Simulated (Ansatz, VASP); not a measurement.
**One calculation of Si23BHO48, two programs**

```
Si O B H
1.0
     9.83160    0.00000    0.00000
    -4.91580    8.51441    0.00000
     0.00000    0.00000   10.81820
Si O B H
23 48 1 1
Cartesian
  2.6306 0.0362 1.7953
  -1.3105 2.2847 3.6072
  1.1012 2.0096 0.0120
  2.6013 0.0338 7.2293
  8.4073 2.2577 9.0483
  1.1148 2.1113 5.4594
  0.1688 4.2870 1.8329
  -3.6730 6.4839 3.6199
  -1.2871 6.2802 10.8130
  6.0755 6.4990 9.0307
  -1.2124 6.2633 5.4269
  2.6611 8.5108 1.8152
  3.5891 2.3074 3.6383
  5.9677 1.9193 0.0731
  2.6371 8.4925 7.2077
  3.5722 2.2554 9.0752
  6.0653 1.9521 5.4065
  5.0829 4.2602 1.8253
  1.2322 6.5199 3.6451
  3.5785 6.2074 10.7829
  5.1242 4.2004 7.2696
  1.1379 6.4318 8.9324
  3.6821 6.2258 5.4396
  -0.3445 1.7917 4.8181
  1.0983 3.1203 1.1988
  -0.7845 3.7026 3.0153
  1.6175 0.6037 0.6489
  2.1137 2.5737 4.2547
  3.5409 1.2236 2.4255
  -0.3862 1.8053 10.2119
  1.0859 3.2809 6.5922
  -1.0511 3.7510 8.4944
  1.6447 0.7235 6.1162
  2.0703 2.5144 9.6247
  3.5839 1.1379 7.8964
  -2.6675 5.9252 4.7777
  -1.2911 7.4555 1.1210
  -3.1514 7.8937 3.0087
  -0.7813 4.8995 0.6702
  -0.2398 6.8271 4.2508
  1.1504 5.4260 2.4459
  -2.7971 6.0418 10.2581
  -1.3751 7.4059 6.5678
  -3.2653 7.8958 8.3792
  -0.5727 4.9108 6.0626
  -0.3401 6.6965 9.5582
  1.1279 5.3428 7.7354
  4.5650 1.7464 4.8189
  6.0090 3.0769 1.2132
  4.1536 3.7106 3.0441
  6.5120 0.5368 0.7133
  7.0213 2.4866 4.2017
  8.5246 1.1851 2.3968
  4.4618 1.7106 10.3264
  6.0586 3.0432 6.6215
  4.1816 3.6348 8.4666
  6.6070 0.5457 6.0070
  6.8980 2.3536 9.6375
  8.4645 1.1578 7.8497
  2.2045 5.9504 4.8215
  3.5716 7.3694 1.1076
  1.8261 7.9087 3.0689
  4.1224 4.8369 0.6445
  4.6870 6.7222 4.2636
  6.0744 5.4047 2.4076
  2.1086 5.9284 10.1500
  3.6350 7.3684 6.5928
  1.6880 7.8525 8.3608
  4.1973 4.8380 6.1037
  4.5616 6.6846 9.5723
  6.1530 5.3077 7.9003
  0.5012 4.5031 6.8440
  -2.1051 4.4207 8.0367
```

Alike in both runs: task single point; functional PBE; dispersion D3(BJ); k mesh 1 × 1 × 1; occupations gaussian, width 0.02 eV; no spin polarisation.

|  | VASP | Ansatz |
| --- | --- | --- |
| version | VASP 6.6.1 | Ansatz 0.2.0 |
| potentials or method | VASP PAW PBE potentials, release 64 (Si, O, B, H) | scalar-relativistic, plane waves, PAW |
| plane-wave cutoff (eV) | 520 | 420 |
| valence electrons in the cell | 384 | 384 |

```csv
,VASP,Ansatz,Ansatz less VASP
gap on the k mesh at the Fermi level (eV),5.24,5.24,+0.002
least direct gap on the mesh (eV),5.24,5.24,+0.002
```
